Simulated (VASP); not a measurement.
Write the native input for VASP 6.6.1 that does the following.

| Item | Value |
| --- | --- |
| Task | single point |
| Functional | PBE |
| Potentials or basis | VASP PAW PBE potentials, release 64 (K_sv, Ta_sv_GW, O) |
| Cutoff | 700 eV |
| k mesh | 6 × 6 × 6 |
| Occupations | gaussian, width 0.02 eV |
| Spin | no spin polarisation |
| Dipole correction | no |
| Further INCAR settings | ALGO = Normal; EDIFF = 1e-06; NBANDS = 38 |

The structure of K3TaO3 lies in POSCAR:

```
K3TaO3
1.0
    4.0278754236      2.3254949600      3.3018671296
   -4.0278754236      2.3254949600      3.3018671296
    0.0000000000     -4.6509899201      3.3018671296
K Ta O
3 1 3
Direct
    0.7600077381      0.2704278732      0.7600077381
    0.7600077381      0.7600077381      0.2704278732
    0.2704278732      0.7600077381      0.7600077381
    0.2940988483      0.2940988483      0.2940988483
    0.4589325257      0.0663735109      0.4589325257
    0.4589325257      0.4589325257      0.0663735109
    0.0663735109      0.4589325257      0.4589325257
```

The cell was generated, and may not be a known phase.

The input as run:

INCAR

```
SYSTEM = K3TaO3
ALGO = Normal
EDIFF = 1E-6
ENCUT = 700
GGA = PE
GGA_COMPAT = .FALSE.
ISIF = 2
ISMEAR = 0
LASPH = .TRUE.
LCHARG = .FALSE.
LREAL = .FALSE.
LWAVE = .FALSE.
NBANDS = 38
NELM = 120
PREC = Accurate
SIGMA = 0.02
```

KPOINTS

```
k-points
0
G
  6 6 6
  0 0 0
```

Potentials or basis: VASP PAW PBE potentials, release 64 (K_sv, Ta_sv_GW, O).

The run is started by

```bash
$ cat potpaw_PBE.64/K_sv/POTCAR potpaw_PBE.64/Ta_sv_GW/POTCAR potpaw_PBE.64/O/POTCAR > POTCAR
$ mpirun -np 1 vasp_std > vasp.out
```

It gave:

```yaml
Pressure: 0.1 GPa
Largest_force: 0.097 eV/Å
Band_gap_on_the_k_mesh: 1.19 eV (least direct gap 1.42 eV)
```

Caveat: spin-orbit coupling is left out, which moves the levels of the heavy elements.

It took 7.9 min on 1 thread of Intel(R) Xeon(R) Platinum 8259CL CPU @ 2.50GHz (Skylake/Cascade Lake), with other jobs on the host, peak memory 0.58 GiB.
